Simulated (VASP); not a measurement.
Write the native input for VASP 6.6.1 that does the following.

- Task: single point
- Functional: r2SCAN
- Potentials or basis: VASP PAW PBE potentials, release 64 (Ti_sv)
- Cutoff: 440 eV
- k mesh: 7 × 7 × 1
- Occupations: fermi-dirac, width 0.2 eV
- Spin: no spin polarisation
- Dipole correction: yes
- Further INCAR settings: ALGO = Normal; EDIFF = 1e-06; NBANDS = 25

System: Ti, a slab with vacuum.

```
Ti
1.0
     2.87085    0.00000    0.00000
     1.43543    2.48623    0.00000
     0.00000    0.00000   10.68808
Ti
3
Direct
  0.00000 0.00000 0.28069
  0.66667 0.66667 0.50000
  0.33333 0.33333 0.71931
```

The input as run:

POSCAR

```
Ti
1.0
    2.8708540000      0.0000000000      0.0000000000
    1.4354270000      2.4862324946      0.0000000000
    0.0000000000      0.0000000000     10.6880849507
Ti
3
Direct
    0.0000000000      0.0000000000      0.2806863918
    0.6666666667      0.6666666667      0.5000000000
    0.3333333333      0.3333333333      0.7193136082
```

INCAR.step1

```
PREC     = Accurate       # precision mode
ENCUT    = 440            # plane-wave cutoff, eV
ISMEAR   = -1             # smearing method
SIGMA    = 0.2            # smearing width, eV
LREAL    = F              # projectors in reciprocal space
LASPH    = T              # aspherical terms in the spheres
NELM     = 120            # most SCF steps
LDIPOL   = T            
IDIPOL   = 3            
DIPOL    = 0.5 0.5 0.500
NBANDS   = 25             # bands
GGA      = PE             # functional
ALGO     = Normal         # electronic algorithm
EDIFF    = 1E-5           # SCF threshold, eV
LWAVE    = T              # write WAVECAR
LCHARG   = F              # write CHGCAR
GGA_COMPAT= F            
NELMDL   = -8
```

INCAR.step2

```
PREC     = Accurate       # precision mode
ENCUT    = 440            # plane-wave cutoff, eV
EDIFF    = 1E-6           # SCF threshold, eV
ISMEAR   = -1             # smearing method
SIGMA    = 0.2            # smearing width, eV
LREAL    = F              # projectors in reciprocal space
LASPH    = T              # aspherical terms in the spheres
NELM     = 120            # most SCF steps
ALGO     = Normal         # electronic algorithm
ISIF     = 2              # what is computed and relaxed
LWAVE    = F              # write WAVECAR
LCHARG   = F              # write CHGCAR
LDIPOL   = T            
IDIPOL   = 3            
DIPOL    = 0.5 0.5 0.500
METAGGA  = R2SCAN         # meta-GGA
LMIXTAU  = T            
NBANDS   = 25             # bands
ISTART   = 1            
GGA_COMPAT= F
```

KPOINTS

```
regular mesh
0
Gamma
  7 7 1
```

Potentials or basis: VASP PAW PBE potentials, release 64 (Ti_sv).

Run with:

```console
$ cat potpaw_PBE.64/Ti_sv/POTCAR > POTCAR
$ cp INCAR.step1 INCAR
$ mpirun -np 1 vasp_std > vasp.out
$ cp INCAR.step2 INCAR
$ mpirun -np 1 vasp_std > vasp.out
```

Results of the run:

```json
{
  "Largest force": "0.084 eV/Å",
  "Band gap on the k mesh": "zero (bands 18 and 19 overlap by 0.72 eV)"
}
```

Caveat: the k points lie up to 0.36 Å⁻¹ apart, too coarse for converged energies and pressures of a metal; the PAW data sets were made with another functional, which shifts forces and pressure a little.

It took 52 s on 1 thread of Intel(R) Xeon(R) 6975P-C (Granite Rapids), with other jobs on the host, peak memory 0.17 GiB.
